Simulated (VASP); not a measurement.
# Si4PI (P6/mmm) in VASP: further runs, part 2 of 2

VASP 6.6.1. The steps go on from the part before.

## (4) Relaxation of cell and atoms, PBE

INCAR reads:

```
SYSTEM = Si4PI
PREC = Accurate
ENCUT = 600
EDIFF = 1E-6
ISMEAR = 0
SIGMA = 0.1
LREAL = .False.
LASPH = .True.
NELM = 100
ALGO = Normal
ISIF = 3
LWAVE = .False.
LCHARG = .False.
GGA = PE
IBRION = 2
NSW = 90
EDIFFG = -0.04
```

KPOINTS reads:

```
Automatic mesh
0
Gamma
  6 6 2
  0 0 0
```

POSCAR reads:

```
Si4PI
1.0
    4.3467526900      0.0000000000      0.0000000000
   -2.1733763400      3.7643982500      0.0000000000
    0.0000000000      0.0000000000      8.7673771000
Si P I
4 1 1
Direct
    0.0000000000      0.0000000000      0.2439245000
    0.0000000000      0.0000000000      0.7560755000
    0.3333333300      0.6666666700      0.0000000000
    0.6666666700      0.3333333300      0.0000000000
    0.0000000000      0.0000000000      0.5000000000
    0.0000000000      0.0000000000      0.0000000000
```

Command:

```sh
> cat potpaw_PBE.64/Si/POTCAR potpaw_PBE.64/P/POTCAR potpaw_PBE.64/I/POTCAR > POTCAR
> mpirun -np 1 vasp_std > vasp.out
```

Run time: 12 min. Hardware: 1 thread of Oxide Virtual Turin-like, shared host; peak memory 0.29 GiB.

Results (log left out):

* Free energy: -19.9626 eV
* Relaxed volume: 40.67 Å³/atom
* Relaxed cell: a = 4.971 Å, b = 4.971 Å, c = 11.404 Å, α = 90.00°, β = 90.00°, γ = 120.00°
* Space group after relaxing (to 0.1 Å): P6/mmm (No. 191)
* Energy gained by relaxing: 1092.6 meV/atom
* Ionic steps: 12
* Pressure after relaxing: 0.0 GPa
* Largest force after relaxing: 0.040 eV/Å
* Band gap on the k mesh: zero (bands 14 and 15 overlap by 0.93 eV)

Forces on the atoms (eV/Å):
```
Si   0.000  0.000  0.040
Si   0.000  0.000 -0.040
Si   0.000  0.000  0.000
Si   0.000  0.000  0.000
P    0.000  0.000  0.000
I    0.000  0.000  0.000
```

Step by step:
```csv
step,energy change (eV),largest force (eV/Å),pressure (GPa),volume (Å³)
1,0.0000,9.3724,27.82,143.46
2,-5.7970,2.4721,-2.39,246.30
3,-5.5660,2.3068,0.85,202.02
4,-5.8544,2.3825,-1.00,225.05
5,-6.3209,0.2442,1.73,223.01
6,-6.3667,0.6011,0.93,223.51
7,-6.3666,0.5439,0.98,223.48
8,-6.4524,0.2758,0.56,230.12
9,-6.5101,0.4022,-0.01,246.40
10,-6.5023,0.8077,-1.06,252.27
11,-6.5412,0.2007,-0.56,249.16
12,-6.5559,0.0399,-0.03,244.04
```

Final structure:
```
CELL_PARAMETERS angstrom
4.97081 0.00000 0.00000
-2.48540 4.30484 0.00000
0.00000 0.00000 11.40442
ATOMIC_POSITIONS crystal
Si 0.00000 0.00000 0.31456
Si 0.00000 0.00000 0.68544
Si 0.33333 0.66667 0.00000
Si 0.66667 0.33333 0.00000
P 0.00000 0.00000 0.50000
I 0.00000 0.00000 0.00000
```

Levels at points of the mesh, in eV from the Fermi level:
```tsv
k point	band 11	band 12	band 13	band 14	band 15	band 16	band 17	band 18
(0.00, 0.00, 0.00)	-2.42	-1.53	-1.45	-1.45	0.45	0.85	0.85	2.50
(0.50, 0.00, 0.00)	-1.27	-1.25	-0.38	0.21	0.57	0.96	1.48	1.70
(0.00, 0.00, 0.50)	-2.42	-2.28	-1.46	-1.46	0.45	0.88	0.88	2.82
(0.50, 0.00, 0.50)	-1.64	-0.96	-0.40	-0.29	0.63	0.96	1.22	1.48
```

Caveat: the volume moved by over 15 % at a fixed basis, so the end points are rough; spin-orbit coupling is left out, which moves the levels of the heavy elements.

## (5) Single point, PBE

This run uses another cell than the first one, of 40.66 Å³/atom.

INCAR reads:

```
PREC = Accurate
ENCUT = 520
EDIFF = 1E-6
ISMEAR = 0
SIGMA = 0.1
LREAL = False
LASPH = True
NELM = 60
ALGO = Normal
ISIF = 2
LWAVE = False
LCHARG = True
GGA = PE
LELF = True
LVHAR = True
NBANDS = 23
```

KPOINTS reads:

```
Automatic mesh
0
Gamma
  12 12 4
```

POSCAR reads:

```
Si4PI
1.0
    4.9962871419      0.0000000000      0.0000000000
   -2.4981435709      4.3269115895      0.0000000000
    0.0000000000      0.0000000000     11.2851782868
Si P I
4 1 1
Direct
    0.0000000000      0.0000000000      0.3123149572
    0.0000000000      0.0000000000      0.6876850428
    0.3333333333      0.6666666667      0.0000000000
    0.6666666667      0.3333333333      0.0000000000
    0.0000000000      0.0000000000      0.5000000000
    0.0000000000      0.0000000000      0.0000000000
```

Command:

```sh
> cat potpaw_PBE.64/Si/POTCAR potpaw_PBE.64/P/POTCAR potpaw_PBE.64/I/POTCAR > POTCAR
> mpirun -np 1 vasp_std > vasp.out
```

Wall time 7.6 min (1 thread of Oxide Virtual Turin-like, shared host); peak memory 0.52 GiB.

Results (log left out):

```yaml
Free_energy: -19.9901 eV
Pressure: 0.0 GPa
Largest_force: 0.032 eV/Å
Band_gap_on_the_k_mesh: zero (bands 14 and 15 overlap by 1.11 eV)
```

Forces in eV/Å, atoms in the order of the input:
```
Si   0.000  0.000  0.032
Si   0.000  0.000 -0.032
Si   0.000  0.000  0.000
Si   0.000  0.000  0.000
P    0.000  0.000  0.000
I    0.000  0.000  0.000
```

Levels at points of the mesh, in eV from the Fermi level:
```csv
k point,band 12,band 13,band 14,band 15,band 16,band 17
"(0.00, 0.00, 0.00)",-1.51,-1.51,-1.47,0.40,0.77,0.77
"(0.50, 0.00, 0.00)",-1.21,-0.47,0.23,0.49,0.94,1.15
"(0.00, 0.00, 0.50)",-2.32,-1.52,-1.52,0.39,0.82,0.82
"(0.50, 0.00, 0.50)",-0.95,-0.48,-0.33,0.57,0.93,1.15
```

Caveat: spin-orbit coupling is left out, which moves the levels of the heavy elements.

## (6) Single point, PBE

This run uses another cell than the first one, of 40.66 Å³/atom.

INCAR reads:

```
SYSTEM = Si4PI
ALGO     = Normal         ! electronic algorithm
EDIFF    = 1E-7           ! SCF threshold, eV
ENCUT    = 520            ! plane-wave cutoff, eV
GGA      = PE             ! functional
ISIF     = 2              ! what is computed and relaxed
ISMEAR   = 0              ! smearing method
LASPH    = .TRUE.         ! aspherical terms in the spheres
LCHARG   = .FALSE.        ! write CHGCAR
LREAL    = .FALSE.        ! projectors in reciprocal space
LWAVE    = .FALSE.        ! write WAVECAR
NBANDS   = 23             ! bands
NELM     = 80             ! most SCF steps
PREC     = Accurate       ! precision mode
SIGMA    = 0.1            ! smearing width, eV
```

KPOINTS reads:

```
k-points
0
G
  12 12 4
  0 0 0
```

POSCAR is that of step 5.

Potentials or basis: VASP PAW PBE potentials, release 64 (Si, P, I).

Command:

```sh
> cat potpaw_PBE.64/Si/POTCAR potpaw_PBE.64/P/POTCAR potpaw_PBE.64/I/POTCAR > POTCAR
> mpirun -np 1 vasp_std > vasp.out
```

Wall time 7.5 min (1 thread of Oxide Virtual Turin-like, shared host); peak memory 0.52 GiB.

Results (log left out):

- Free energy: -19.9901 eV
- Pressure: 0.0 GPa
- Largest force: 0.031 eV/Å
- Band gap on the k mesh: zero (bands 14 and 15 overlap by 1.11 eV)

Forces in eV/Å, atoms in the order of the input:
```
Si   0.000  0.000  0.031
Si   0.000  0.000 -0.031
Si   0.000  0.000  0.000
Si   0.000  0.000  0.000
P    0.000  0.000  0.000
I    0.000  0.000  0.000
```

Levels at points of the mesh, in eV from the Fermi level:
```
           k point  band 12  band 13  band 14  band 15  band 16  band 17
(0.00, 0.00, 0.00)    -1.51    -1.51    -1.47     0.40     0.77     0.77
(0.50, 0.00, 0.00)    -1.21    -0.47     0.23     0.49     0.94     1.15
(0.00, 0.00, 0.50)    -2.32    -1.52    -1.52     0.39     0.82     0.82
(0.50, 0.00, 0.50)    -0.95    -0.48    -0.33     0.57     0.93     1.15
```

Caveat: spin-orbit coupling is left out, which moves the levels of the heavy elements.

## (7) Summary

| task | cell | k mesh | cutoff (eV) | gap on the mesh (eV) | pressure (GPa) | largest force (eV/Å) |
| --- | --- | --- | --- | --- | --- | --- |
| single point | a = 4.347, b = 4.347, c = 8.767 Å, angles 90.0, 90.0, 120.0°, 6 atoms, atomic positions A | 6 × 6 × 2 | 520 | none | 27.8 | 9.37 |
| single point | a = 4.960, b = 4.960, c = 9.819 Å, angles 90.0, 90.0, 120.0°, 6 atoms, atomic positions B | 6 × 6 × 2 | 520 | none | 0.3 | 0.01 |
| relaxation of cell and atoms | relaxed from a = 4.347, b = 4.347, c = 8.767 Å, angles 90.0, 90.0, 120.0°, 6 atoms, atomic positions A | 6 × 6 × 2 | 600 | none | 0.0 | 0.04 |
| single point | a = 4.996, b = 4.996, c = 11.285 Å, angles 90.0, 90.0, 120.0°, 6 atoms, atomic positions C | 12 × 12 × 4 | 520 | none | 0.0 | 0.03 |

Alike in all rows: level PBE; potentials or basis VASP PAW PBE potentials, release 64 (Si, P, I); no spin polarisation; smearing gaussian 0.1 eV.

Caveats: spin-orbit coupling is left out, which moves the levels of the heavy elements; the cell stands under pressure (at least some runs); forces of over 1 eV/Å act on the atoms, so gaps and moduli don't describe the material at rest (at least some runs); the volume moved by over 15 % at a fixed basis, so the end points are rough (at least some runs).

Absolute energies hang on the potentials; compare differences alone.
